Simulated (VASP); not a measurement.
# CdSe (P6_3mc) in VASP: single point with PBE

Aim: the single point of CdSe with PBE.

All numbers are computed with VASP 6.6.1; they aren't measurements. Logs are shortened: lines on timing, memory, paths and dates and some standing lists are left out, and cuts for length are marked.

### Step 1. The cell of the first run

It takes space group P6_3mc (No. 186, hexagonal). Conventional cell: a = 4.300 Å, b = 4.300 Å, c = 7.020 Å, α = 90.00°, β = 90.00°, γ = 120.00°. Within 3.4 Å of Cd (site symmetry 3m) lie 4 Se at 2.61 to 2.70 Å. Se (site symmetry 3m) has 4 Cd at 2.61 to 2.70 Å within 3.4 Å.

### Step 2. Single point, PBE

File POSCAR:

```
CdSe
1.0
    4.3000000000      0.0000000000      0.0000000000
   -2.1500000000      3.7239092363      0.0000000000
    0.0000000000      0.0000000000      7.0200000000
Cd Se
2 2
Direct
    0.3333333333      0.6666666667      0.0000000000
    0.6666666667      0.3333333333      0.5000000000
    0.3333333333      0.6666666667      0.3850000000
    0.6666666667      0.3333333333      0.8850000000
```

File INCAR.step1:

```
SYSTEM = CdSe
PREC     = Accurate       ! precision mode
ENCUT    = 400            ! plane-wave cutoff, eV
EDIFF    = 1E-6           ! SCF threshold, eV
ISMEAR   = -1             ! smearing method
SIGMA    = 0.01           ! smearing width, eV
LREAL    = .FALSE.        ! projectors in reciprocal space
LASPH    = .TRUE.         ! aspherical terms in the spheres
NELM     = 120            ! most SCF steps
ALGO     = Normal         ! electronic algorithm
ISIF     = 2              ! what is computed and relaxed
LWAVE    = .FALSE.        ! write WAVECAR
LCHARG   = .TRUE.         ! write CHGCAR
GGA      = PE             ! functional
NBANDS   = 26             ! bands
GGA_COMPAT= .FALSE.      
NEDOS    = 2001           ! points of the DOS
LORBIT   = 11             ! projections on sites
```

File KPOINTS.step1:

```
regular mesh
0
G
  6 6 4
  0 0 0
```

File INCAR.step2:

```
SYSTEM = CdSe
PREC     = Accurate       ! precision mode
ENCUT    = 400            ! plane-wave cutoff, eV
EDIFF    = 1E-6           ! SCF threshold, eV
ISMEAR   = -5             ! smearing method
SIGMA    = 0.01           ! smearing width, eV
LREAL    = .FALSE.        ! projectors in reciprocal space
LASPH    = .TRUE.         ! aspherical terms in the spheres
NELM     = 120            ! most SCF steps
ALGO     = Normal         ! electronic algorithm
ISIF     = 2              ! what is computed and relaxed
LWAVE    = .FALSE.        ! write WAVECAR
LCHARG   = .FALSE.        ! write CHGCAR
GGA      = PE             ! functional
LORBIT   = 10             ! projections on sites
NEDOS    = 1001           ! points of the DOS
ICHARG   = 11             ! starting density
GGA_COMPAT= .FALSE.
```

File KPOINTS.step2:

```
regular mesh
0
G
  9 9 6
  0 0 0
```

Potentials or basis: VASP PAW PBE potentials, release 64 (Cd, Se).

On the command line:

```sh
> cat potpaw_PBE.64/Cd/POTCAR potpaw_PBE.64/Se/POTCAR > POTCAR
> cp INCAR.step1 INCAR
> cp KPOINTS.step1 KPOINTS
> mpirun -np 1 vasp_std > vasp.out
> cp INCAR.step2 INCAR
> cp KPOINTS.step2 KPOINTS
> mpirun -np 1 vasp_std > vasp.out
```

OUTCAR:

```text
SYSTEM = CdSe
   PREC = Accurate
   ENCUT = 400
   EDIFF = 1E-6
   ISMEAR = -5
   LREAL = .FALSE.
   LASPH = .TRUE.
   NELM = 120
   ISIF = 2
   GGA = PE
   LORBIT = 10
   ICHARG = 11

 ion  position               nearest neighbor table
   1  0.333  0.667  0.000-   4 2.61   4 2.61   4 2.61   3 2.70
   2  0.667  0.333  0.500-   3 2.61   3 2.61   3 2.61   4 2.70
   3  0.333  0.667  0.385-   2 2.61   2 2.61   2 2.61   1 2.70
   4  0.667  0.333  0.885-   1 2.61   1 2.61   1 2.61   2 2.70

  LATTYP: Found a hexagonal cell.
 ALAT       =     4.3000000000
 C/A-ratio  =     1.6325581395

  Lattice vectors:

 A1 = (   4.3000000000,   0.0000000000,   0.0000000000)
 A2 = (  -2.1500000000,   3.7239092363,   0.0000000000)
 A3 = (   0.0000000000,   0.0000000000,   7.0200000000)

Analysis of symmetry for initial positions (statically):
=====================================================================
 Subroutine PRICEL returns:
 Original cell was already a primitive cell.

 Routine SETGRP: Setting up the symmetry group for a
 hexagonal supercell.

 Subroutine GETGRP returns: Found 12 space group operations
 (whereof  6 operations were pure point group operations)
 out of a pool of 24 trial point group operations.

The static configuration has the point symmetry C_3v.
 The point group associated with its full space group is C_6v.

Analysis of symmetry for dynamics (positions and initial velocities):
=====================================================================
 Subroutine PRICEL returns:
 Original cell was already a primitive cell.

 Routine SETGRP: Setting up the symmetry group for a
 hexagonal supercell.

 Subroutine GETGRP returns: Found 12 space group operations
 (whereof  6 operations were pure point group operations)
 out of a pool of 24 trial point group operations.

The dynamic configuration has the point symmetry C_3v.
 The point group associated with its full space group is C_6v.

 Subroutine INISYM returns: Found 12 space group operations
 (whereof  6 operations are pure point group operations),
 and found     1 'primitive' translations

----------------------------------------------------------------------------------------

                                     Primitive cell

  volume of cell :     112.4099

  direct lattice vectors                    reciprocal lattice vectors
     4.300000000  0.000000000  0.000000000     0.232558140  0.134267504  0.000000000
    -2.150000000  3.723909236  0.000000000     0.000000000  0.268535009  0.000000000
     0.000000000  0.000000000  7.020000000     0.000000000  0.000000000  0.142450142

  length of vectors
     4.300000000  4.300000000  7.020000000     0.268535009  0.268535009  0.142450142

  position of ions in fractional coordinates (direct lattice)
     0.333333333  0.666666667  0.000000000
     0.666666667  0.333333333  0.500000000
     0.333333333  0.666666667  0.385000000
     0.666666667  0.333333333  0.885000000

  ion indices of the primitive-cell ions
   primitive index   ion index
                 1           1
                 2           2
                 3           3
                 4           4

----------------------------------------------------------------------------------------

 KPOINTS: regular mesh

Automatic generation of k-mesh.
 Grid dimensions read from file:
 generate k-points for:    9    9    6

 Generating k-lattice:

  Cartesian coordinates                     Fractional coordinates (reciprocal lattice)
     0.025839793  0.014918612  0.000000000     0.111111111  0.000000000  0.000000000
     0.000000000  0.029837223  0.000000000     0.000000000  0.111111111  0.000000000
     0.000000000  0.000000000  0.023741690     0.000000000  0.000000000  0.166666667

  Length of vectors
     0.029837223  0.029837223  0.023741690

  Shift w.r.t. Gamma in fractional coordinates (k-lattice)
     0.000000000  0.000000000  0.000000000

 TETIRR: Found    492 inequivalent tetrahedra from     2916

 Subroutine IBZKPT returns following result:
 ===========================================

 Found     48 irreducible k-points:

 Following reciprocal coordinates:
            Coordinates               Weight
  0.000000  0.000000  0.000000      1.000000
  0.111111  0.000000  0.000000      6.000000
  0.222222 -0.000000  0.000000      6.000000
  0.333333 -0.000000  0.000000      6.000000
  0.444444 -0.000000  0.000000      6.000000
  0.111111  0.111111  0.000000      6.000000
[... 16 lines left out ...]
  0.333333  0.222222  0.166667     24.000000
  0.333333  0.333333  0.166667      4.000000
 [... further k-points ...]
   k-points           NKPTS =     48   k-points in BZ     NKDIM =     48   number of bands    NBANDS=     22
   number of dos      NEDOS =   1001   number of ions     NIONS =      4
   total plane-waves  NPLWV =  37632
   dimension x,y,z NGX =    28 NGY =   28 NGZ =   48
   dimension x,y,z NGXF=    56 NGYF=   56 NGZF=   96
   ions per type =               2   2
   NGX,Y,Z   is equivalent  to a cutoff of  10.83, 10.83, 11.37 a.u.
   NGXF,Y,Z  is equivalent  to a cutoff of  21.65, 21.65, 22.73 a.u.
 SYSTEM =  CdSe
   PREC   = accura    normal or accurate (medium, high low for compatibility)
   ISTART =      0    job   : 0-new  1-cont  2-samecut
   ICHARG =     11    charge: 1-file 2-atom 10-const
   ISPIN  =      1    spin polarized calculation?
   LNONCOLLINEAR =      F non collinear calculations
   LSORBIT =      F    spin-orbit coupling
   LASPH  =      T    aspherical Exc in radial PAW
   ENCUT  =  400.0 eV  29.40 Ry    5.42 a.u.   7.01  7.01 11.45*2*pi/ulx,y,z
   NELM   =    120;   NELMIN=  2; NELMDL=  0     # of ELM steps
   EDIFF  = 0.1E-05   stopping-criterion for ELM
   LREAL  =      F    real-space projection
   EDIFFG = 0.1E-04   stopping-criterion for IOM
   NSW    =      0    number of steps for IOM
   IBRION =     -1    ionic relax: 0-MD 1-quasi-New 2-CG
   NFREE  =      0    steps in history (QN), initial steepest desc. (CG)
   ISIF   =      2    stress and relaxation
   ISYM   =      2    0-nonsym 1-usesym 2-fastsym
   POTIM  = 0.5000    time-step for ionic-motion
   TEBEG  =    0.0;   TEEND  =   0.0 temperature during run
   PSTRESS=    0.0 pullay stress
   NELECT =      36.0000    total number of electrons
   NUPDOWN=      -1.0000    fix difference up-down
   EMIN   =  10.00;   EMAX   =-10.00  energy-range for DOS
   EFERMI =   0.00;   METHOD = LEGACY
   ISMEAR =    -5;   SIGMA  =   0.01  broadening in eV -4-tet -1-fermi 0-gaus
   EFERMI_NEDOS =   21; number of points for ismear=-14 and -15
   IALGO  =     38    algorithm
   IMIX   =      4    mixing-type and parameters
     AMIX     =   0.40;   BMIX     =  1.00
     AMIX_MAG =   1.60;   BMIX_MAG =  1.00
  volume/ion in A,a.u.               =      28.10       189.64
  Fermi-wavevector in a.u.,A,eV,Ry     =   1.120059  2.116604 17.068937  1.254531
  Thomas-Fermi vector in A             =   2.256702
   LORBIT       =     10    0 simple, 1 ext, 2 COOP (PROOUT), +10 PAW based schemes
   GGA     = PE    functional components
   LHFCALC =     F    Hartree Fock is set to
   AEXX    =    0.0000 exact exchange contribution
   IVDW    =     0    specifies the selected vdW correction
   LEPSILON=     F    determine dielectric tensor
   LRPA    =     F    only Hartree local field effects (RPA)
 non-spin polarized calculation
 Fermi weights with tetrahedron method with Bloechl corrections
  energy-cutoff  :      400.00
  volume of cell :      112.41
 maximum number of plane-waves:      2067
 NGX is ok and might be reduce to    28

 number of electron      35.9999993 magnetization

 Free energy of the ion-electron system (eV)
  ---------------------------------------------------
  ext. energy  EPLUGINS =         0.00000000
  ---------------------------------------------------
  free energy    TOTEN  =       -10.90065696 eV

  energy without entropy =      -10.90065696  energy(sigma->0) =      -10.90065696

 E-fermi :   0.9426     XC(G=0):  -8.8814

 val. band max:        0.9382641902   @ k =   0.0000   0.0000   0.0000
 cond. band min:       1.6388646186   @ k =   0.0000   0.0000   0.0000
 fundamental gap:      0.7006004284
 Fermi energy:         0.9426259467

 k-point     1 :       0.0000    0.0000    0.0000
  band No.  band energies     occupation
      1     -11.6565      2.00000
      2     -11.2902      2.00000
      3      -6.9968      2.00000
      4      -6.9968      2.00000
      5      -6.9408      2.00000
      6      -6.9408      2.00000
[... 14 lines left out ...]
     21       6.8131      0.00000
     22       6.8147      0.00000

 k-point     2 :       0.1111    0.0000    0.0000
  band No.  band energies     occupation
      1     -11.6175      2.00000
      2     -11.2711      2.00000
      3      -6.9805      2.00000
      4      -6.9740      2.00000
      5      -6.9238      2.00000
      6      -6.9208      2.00000
[... 14 lines left out ...]
     21       6.4355      0.00000
     22       7.0267      0.00000

 k-point     3 :       0.2222   -0.0000    0.0000
  band No.  band energies     occupation
      1     -11.5150      2.00000
      2     -11.2252      2.00000
      3      -6.9416      2.00000
      4      -6.9243      2.00000
      5      -6.8685      2.00000
      6      -6.8560      2.00000
[... 14 lines left out ...]
     21       6.1451      0.00000
     22       6.9224      0.00000
[... 476 lines left out ...]
 k-point    23 :       0.3333    0.2222    0.1667
  band No.  band energies     occupation
      1     -11.2389      2.00000
      2     -11.1689      2.00000
      3      -6.8924      2.00000
      4      -6.8240      2.00000
      5      -6.7723      2.00000
      6      -6.7574      2.00000
[... 14 lines left out ...]
     21       5.8335      0.00000
     22       6.7631      0.00000

 k-point    24 :       0.3333    0.3333    0.1667
  band No.  band energies     occupation
      1     -11.1895      2.00000
      2     -11.1895      2.00000
      3      -6.8947      2.00000
      4      -6.7800      2.00000
      5      -6.7800      2.00000
      6      -6.7615      2.00000
[... 14 lines left out ...]
     21       5.5318      0.00000
     22       7.5342      0.00000

 [... further k-points ...]

------------------------ aborting loop because EDIFF is reached ----------------------------------------

  FORCE on cell =-STRESS in cart. coord.  units (eV):
  Direction    XX          YY          ZZ          XY          YZ          ZX
  --------------------------------------------------------------------------------------
  -------------------------------------------------------------------------------------
  Total        2.5461615      2.5461615      1.0702155      0.0000000     -0.0000000      0.0000000
  in kB       36.2904097     36.2904097     15.2537689      0.0000000     -0.0000000      0.0000000
  external PRESSURE =      29.2781961 kB  Pullay stress =       0.0000000 kB

 VOLUME and BASIS-vectors are now :
 -----------------------------------------------------------------------------
  energy-cutoff  :      400.00
  volume of cell :      112.41
      direct lattice vectors                 reciprocal lattice vectors
     4.300000000  0.000000000  0.000000000     0.232558140  0.134267504  0.000000000
    -2.150000000  3.723909236  0.000000000     0.000000000  0.268535009  0.000000000
     0.000000000  0.000000000  7.020000000     0.000000000  0.000000000  0.142450142

 POSITION                                       TOTAL-FORCE (eV/Angst)
 -----------------------------------------------------------------------------------
     -0.00000      2.48261      0.00000         0.000000      0.000000      0.291000
      2.15000      1.24130      3.51000         0.000000     -0.000000      0.291000
     -0.00000      2.48261      2.70270        -0.000000     -0.000000     -0.291000
      2.15000      1.24130      6.21270        -0.000000     -0.000000     -0.291000
 -----------------------------------------------------------------------------------
    total drift:                               -0.000000     -0.000000      0.001038

  FREE ENERGIE OF THE ION-ELECTRON SYSTEM (eV)
  ---------------------------------------------------
  free  energy   TOTEN  =       -10.9006569561 eV

  energy  without entropy=      -10.9006569561  energy(sigma->0) =      -10.90065696

 total charge

# of ion       s       p       d       tot
------------------------------------------
    1        0.445   0.316   9.551  10.313
    2        0.445   0.316   9.551  10.313
    3        1.444   2.400   0.022   3.866
    4        1.444   2.400   0.022   3.866
--------------------------------------------------
tot          3.778   5.431  19.148  28.356
```

Wall time 1.7 min (1 thread of AMD EPYC 7R13, shared host); peak memory 0.19 GiB.

What came out:

```
Valence electrons inside the program's atomic spheres : Cd 10.31; Se 3.87
```
